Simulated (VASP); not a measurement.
# SrRe (Pm-3m) in VASP: further runs

SrRe is run at these levels: PBE; tasks: single point, relaxation of cell and atoms.

All numbers are computed with VASP 6.6.1; they aren't measurements. Logs are shortened: lines on timing, memory, paths and dates and some standing lists are left out, and cuts for length are marked.

### Step 1. The cell of the first run

Symmetry: Pm-3m, No. 221, cubic system. Conventional cell: a = 3.639 Å, b = 3.639 Å, c = 3.639 Å, α = 90.00°, β = 90.00°, γ = 90.00°. Within 4.1 Å of Sr (site symmetry m-3m) lie 8 Re at 3.15 Å and 6 Sr at 3.64 Å. Re (site symmetry m-3m) has 8 Sr at 3.15 Å and 6 Re at 3.64 Å within 4.1 Å.

### Step 2. Single point, PBE

Input file INCAR:

```
SYSTEM = SrRe
PREC     = Accurate       ! precision mode
ENCUT    = 520            ! plane-wave cutoff, eV
EDIFF    = 1E-6           ! SCF threshold, eV
ISMEAR   = 0              ! smearing method
SIGMA    = 0.1            ! smearing width, eV
LREAL    = .False.        ! projectors in reciprocal space
LASPH    = .True.         ! aspherical terms in the spheres
NELM     = 100            ! most SCF steps
ALGO     = Normal         ! electronic algorithm
ISIF     = 2              ! what is computed and relaxed
LWAVE    = .False.        ! write WAVECAR
LCHARG   = .False.        ! write CHGCAR
GGA      = PE             ! functional
NBANDS   = 16             ! bands
```

Input file KPOINTS:

```
regular mesh
0
Gamma
  6 6 6
  0 0 0
```

Input file POSCAR:

```
SrRe
1.0
    3.6393786775      0.0000000000      0.0000000000
    0.0000000000      3.6393786775      0.0000000000
    0.0000000000      0.0000000000      3.6393786775
Sr Re
1 1
Direct
    0.0000000000      0.0000000000      0.0000000000
    0.5000000000      0.5000000000      0.5000000000
```

Potentials or basis: VASP PAW PBE potentials, release 64 (Sr_sv, Re).

Started as:

```bash
cat potpaw_PBE.64/Sr_sv/POTCAR potpaw_PBE.64/Re/POTCAR > POTCAR
mpirun -np 1 vasp_std > vasp.out
```

OUTCAR:

```text
SYSTEM = SrRe
   PREC = Accurate
   ENCUT = 520
   EDIFF = 1E-6
   ISMEAR = 0
   LREAL = .False.
   LASPH = .True.
   NELM = 100
   ISIF = 2
   GGA = PE

 ion  position               nearest neighbor table
   1  0.000  0.000  0.000-   2 3.15   2 3.15   2 3.15   2 3.15   2 3.15   2 3.15   2 3.15   2 3.15

   2  0.500  0.500  0.500-   1 3.15   1 3.15   1 3.15   1 3.15   1 3.15   1 3.15   1 3.15   1 3.15

  LATTYP: Found a simple cubic cell.
 ALAT       =     3.6393786775

  Lattice vectors:

 A1 = (   3.6393786775,   0.0000000000,   0.0000000000)
 A2 = (   0.0000000000,   3.6393786775,   0.0000000000)
 A3 = (   0.0000000000,   0.0000000000,   3.6393786775)

Analysis of symmetry for initial positions (statically):
=====================================================================
 Subroutine PRICEL returns:
 Original cell was already a primitive cell.

 Routine SETGRP: Setting up the symmetry group for a
 simple cubic supercell.

 Subroutine GETGRP returns: Found 48 space group operations
 (whereof 48 operations were pure point group operations)
 out of a pool of 48 trial point group operations.

The static configuration has the point symmetry O_h .

Analysis of symmetry for dynamics (positions and initial velocities):
=====================================================================
 Subroutine PRICEL returns:
 Original cell was already a primitive cell.

 Routine SETGRP: Setting up the symmetry group for a
 simple cubic supercell.

 Subroutine GETGRP returns: Found 48 space group operations
 (whereof 48 operations were pure point group operations)
 out of a pool of 48 trial point group operations.

The dynamic configuration has the point symmetry O_h .

 Subroutine INISYM returns: Found 48 space group operations
 (whereof 48 operations are pure point group operations),
 and found     1 'primitive' translations

----------------------------------------------------------------------------------------

                                     Primitive cell

  volume of cell :      48.2039

  direct lattice vectors                    reciprocal lattice vectors
     3.639378677  0.000000000  0.000000000     0.274772176  0.000000000  0.000000000
     0.000000000  3.639378677  0.000000000     0.000000000  0.274772176  0.000000000
     0.000000000  0.000000000  3.639378677     0.000000000  0.000000000  0.274772176

  length of vectors
     3.639378677  3.639378677  3.639378677     0.274772176  0.274772176  0.274772176

  position of ions in fractional coordinates (direct lattice)
     0.000000000  0.000000000  0.000000000
     0.500000000  0.500000000  0.500000000

  ion indices of the primitive-cell ions
   primitive index   ion index
                 1           1
                 2           2

----------------------------------------------------------------------------------------

 KPOINTS: regular mesh

Automatic generation of k-mesh.
 Grid dimensions read from file:
 generate k-points for:    6    6    6

 Generating k-lattice:

  Cartesian coordinates                     Fractional coordinates (reciprocal lattice)
     0.045795363  0.000000000  0.000000000     0.166666667  0.000000000  0.000000000
     0.000000000  0.045795363  0.000000000     0.000000000  0.166666667  0.000000000
     0.000000000  0.000000000  0.045795363     0.000000000  0.000000000  0.166666667

  Length of vectors
     0.045795363  0.045795363  0.045795363

  Shift w.r.t. Gamma in fractional coordinates (k-lattice)
     0.000000000  0.000000000  0.000000000

 Subroutine IBZKPT returns following result:
 ===========================================

 Found     20 irreducible k-points:

 Following reciprocal coordinates:
            Coordinates               Weight
  0.000000  0.000000  0.000000      1.000000
  0.166667  0.000000  0.000000      6.000000
  0.333333  0.000000  0.000000      6.000000
  0.500000  0.000000  0.000000      3.000000
  0.166667  0.166667  0.000000     12.000000
  0.333333  0.166667  0.000000     24.000000
[... 12 lines left out ...]
  0.500000  0.500000  0.333333      6.000000
  0.500000  0.500000  0.500000      1.000000
   k-points           NKPTS =     20   k-points in BZ     NKDIM =     20   number of bands    NBANDS=     16
   number of dos      NEDOS =    301   number of ions     NIONS =      2
   total plane-waves  NPLWV =  21952
   dimension x,y,z NGX =    28 NGY =   28 NGZ =   28
   dimension x,y,z NGXF=    56 NGYF=   56 NGZF=   56
   ions per type =               1   1
   NGX,Y,Z   is equivalent  to a cutoff of  12.79, 12.79, 12.79 a.u.
   NGXF,Y,Z  is equivalent  to a cutoff of  25.58, 25.58, 25.58 a.u.
 SYSTEM =  SrRe
   PREC   = accura    normal or accurate (medium, high low for compatibility)
   ISTART =      0    job   : 0-new  1-cont  2-samecut
   ICHARG =      2    charge: 1-file 2-atom 10-const
   ISPIN  =      1    spin polarized calculation?
   LNONCOLLINEAR =      F non collinear calculations
   LSORBIT =      F    spin-orbit coupling
   LASPH  =      T    aspherical Exc in radial PAW
   ENCUT  =  520.0 eV  38.22 Ry    6.18 a.u.   6.77  6.77  6.77*2*pi/ulx,y,z
   NELM   =    100;   NELMIN=  2; NELMDL= -5     # of ELM steps
   EDIFF  = 0.1E-05   stopping-criterion for ELM
   LREAL  =      F    real-space projection
   EDIFFG = 0.1E-04   stopping-criterion for IOM
   NSW    =      0    number of steps for IOM
   IBRION =     -1    ionic relax: 0-MD 1-quasi-New 2-CG
   NFREE  =      0    steps in history (QN), initial steepest desc. (CG)
   ISIF   =      2    stress and relaxation
   ISYM   =      2    0-nonsym 1-usesym 2-fastsym
   POTIM  = 0.5000    time-step for ionic-motion
   TEBEG  =    0.0;   TEEND  =   0.0 temperature during run
   PSTRESS=    0.0 pullay stress
   NELECT =      17.0000    total number of electrons
   NUPDOWN=      -1.0000    fix difference up-down
   EMIN   =  10.00;   EMAX   =-10.00  energy-range for DOS
   EFERMI =   0.00;   METHOD = LEGACY
   ISMEAR =     0;   SIGMA  =   0.10  broadening in eV -4-tet -1-fermi 0-gaus
   EFERMI_NEDOS =   21; number of points for ismear=-14 and -15
   IALGO  =     38    algorithm
   IMIX   =      4    mixing-type and parameters
     AMIX     =   0.40;   BMIX     =  1.00
     AMIX_MAG =   1.60;   BMIX_MAG =  1.00
  volume/ion in A,a.u.               =      24.10       162.65
  Fermi-wavevector in a.u.,A,eV,Ry     =   1.156637  2.185728 18.202011  1.337810
  Thomas-Fermi vector in A             =   2.293256
   LORBIT       =      0    0 simple, 1 ext, 2 COOP (PROOUT), +10 PAW based schemes
   GGA     = PE    functional components
   LHFCALC =     F    Hartree Fock is set to
   AEXX    =    0.0000 exact exchange contribution
   IVDW    =     0    specifies the selected vdW correction
   LEPSILON=     F    determine dielectric tensor
   LRPA    =     F    only Hartree local field effects (RPA)
 non-spin polarized calculation
 Gauss-broadening in eV      SIGMA  =   0.10
  energy-cutoff  :      520.00
  volume of cell :       48.20
 maximum number of plane-waves:      1328
 NGX is ok and might be reduce to    28
   NGX = 13   NGY = 13   NGZ = 13

 number of electron      17.0000000 magnetization

 Free energy of the ion-electron system (eV)
  ---------------------------------------------------
  ext. energy  EPLUGINS =         0.00000000
  ---------------------------------------------------
  free energy    TOTEN  =       -10.25184641 eV

  energy without entropy =      -10.20786960  energy(sigma->0) =      -10.22985801

 E-fermi :   3.4525     XC(G=0): -10.6719

 val. band max:        3.4392460908   @ k =   0.3333   0.3333   0.0000
 cond. band min:       3.4574862901   @ k =   0.5000   0.1667   0.1667
 fundamental gap:      0.0182401993
 Fermi energy:         3.4525242749

 k-point     1 :       0.0000    0.0000    0.0000
  band No.  band energies     occupation
      1     -30.1446      2.00000
      2     -12.0734      2.00000
      3     -12.0734      2.00000
      4     -12.0734      2.00000
      5      -1.6260      2.00000
      6       1.3068      2.00000
[... 8 lines left out ...]
     15      11.5516      0.00000
     16      12.2417      0.00000

 k-point     2 :       0.1667    0.0000    0.0000
  band No.  band energies     occupation
      1     -30.1328      2.00000
      2     -12.2481      2.00000
      3     -12.0660      2.00000
      4     -12.0660      2.00000
      5      -1.1208      2.00000
      6       1.4784      2.00000
[... 8 lines left out ...]
     15      10.6951      0.00000
     16      11.9487      0.00000

 k-point     3 :       0.3333    0.0000    0.0000
  band No.  band energies     occupation
      1     -30.1091      2.00000
      2     -12.5741      2.00000
      3     -12.0513      2.00000
      4     -12.0513      2.00000
      5       0.1562      2.00000
      6       1.8905      2.00000
[... 8 lines left out ...]
     15      11.3873      0.00000
     16      11.4367      0.00000

 k-point     4 :       0.5000    0.0000    0.0000
  band No.  band energies     occupation
      1     -30.0972      2.00000
      2     -12.7272      2.00000
      3     -12.0439      2.00000
      4     -12.0439      2.00000
      5       1.1599      2.00000
      6       2.1515      2.00000
[... 8 lines left out ...]
     15      11.1149      0.00000
     16      12.7978      0.00000

 k-point     5 :       0.1667    0.1667    0.0000
  band No.  band energies     occupation
      1     -30.1216      2.00000
      2     -12.2586      2.00000
      3     -12.2026      2.00000
      4     -12.0558      2.00000
      5      -0.6839      2.00000
      6       1.6727      2.00000
[... 8 lines left out ...]
     15      11.6635      0.00000
     16      11.9578      0.00000

 k-point     6 :       0.3333    0.1667    0.0000
  band No.  band energies     occupation
      1     -30.0991      2.00000
      2     -12.5419      2.00000
      3     -12.1939      2.00000
      4     -12.0353      2.00000
      5       0.3677      2.00000
      6       1.9851      2.00000
[... 8 lines left out ...]
     15      11.5806      0.00000
     16      11.8139      0.00000
[... 191 lines left out ...]
 k-point    17 :       0.3333    0.3333    0.3333
  band No.  band energies     occupation
      1     -30.0486      2.00000
      2     -12.4259      2.00000
      3     -12.4208      2.00000
      4     -12.4208      2.00000
      5       2.1113      2.00000
      6       2.4336      2.00000
[... 8 lines left out ...]
     15      10.4653      0.00000
     16      12.6086      0.00000

 k-point    18 :       0.5000    0.3333    0.3333
  band No.  band energies     occupation
      1     -30.0384      2.00000
      2     -12.5533      2.00000
      3     -12.4127      2.00000
      4     -12.3998      2.00000
      5       2.1571      2.00000
      6       2.3742      2.00000
[... 8 lines left out ...]
     15      11.6551      0.00000
     16      13.0708      0.00000

 k-point    19 :       0.5000    0.5000    0.3333
  band No.  band energies     occupation
      1     -30.0282      2.00000
      2     -12.5371      2.00000
      3     -12.5371      2.00000
      4     -12.3962      2.00000
      5       2.4539      2.00000
      6       2.5689      2.00000
[... 8 lines left out ...]
     15      13.1197      0.00000
     16      13.5689      0.00000

 k-point    20 :       0.5000    0.5000    0.5000
  band No.  band energies     occupation
      1     -30.0178      2.00000
      2     -12.5298      2.00000
      3     -12.5298      2.00000
      4     -12.5298      2.00000
      5       2.9053      2.00000
      6       2.9053      2.00000
[... 8 lines left out ...]
     15      13.1843      0.00000
     16      14.2728      0.00000

------------------------ aborting loop because EDIFF is reached ----------------------------------------

  FORCE on cell =-STRESS in cart. coord.  units (eV):
  Direction    XX          YY          ZZ          XY          YZ          ZX
  --------------------------------------------------------------------------------------
  -------------------------------------------------------------------------------------
  Total        0.0908088      0.0908088      0.0908088      0.0000000      0.0000000      0.0000000
  in kB        3.0182623      3.0182623      3.0182623      0.0000000      0.0000000      0.0000000
  external PRESSURE =       3.0182623 kB  Pullay stress =       0.0000000 kB

 VOLUME and BASIS-vectors are now :
 -----------------------------------------------------------------------------
  energy-cutoff  :      520.00
  volume of cell :       48.20
      direct lattice vectors                 reciprocal lattice vectors
     3.639378677  0.000000000  0.000000000     0.274772176  0.000000000  0.000000000
     0.000000000  3.639378677  0.000000000     0.000000000  0.274772176  0.000000000
     0.000000000  0.000000000  3.639378677     0.000000000  0.000000000  0.274772176

 POSITION                                       TOTAL-FORCE (eV/Angst)
 -----------------------------------------------------------------------------------
      0.00000      0.00000      0.00000         0.000000      0.000000      0.000000
      1.81969      1.81969      1.81969         0.000000      0.000000      0.000000
 -----------------------------------------------------------------------------------
    total drift:                               -0.000000      0.000000      0.000000

  FREE ENERGIE OF THE ION-ELECTRON SYSTEM (eV)
  ---------------------------------------------------
  free  energy   TOTEN  =       -10.2518464138 eV

  energy  without entropy=      -10.2078696000  energy(sigma->0) =      -10.22985801
```

It took 23 s on 1 thread of Intel Xeon 8259CL, shared host; peak memory 0.16 GiB.

What came out:

```
Free energy : -10.2518 eV
Pressure    : 0.3 GPa
```

Caveat: spin-orbit coupling is left out, which moves the levels of the heavy elements.

(Part 1 of 2 ends here.)
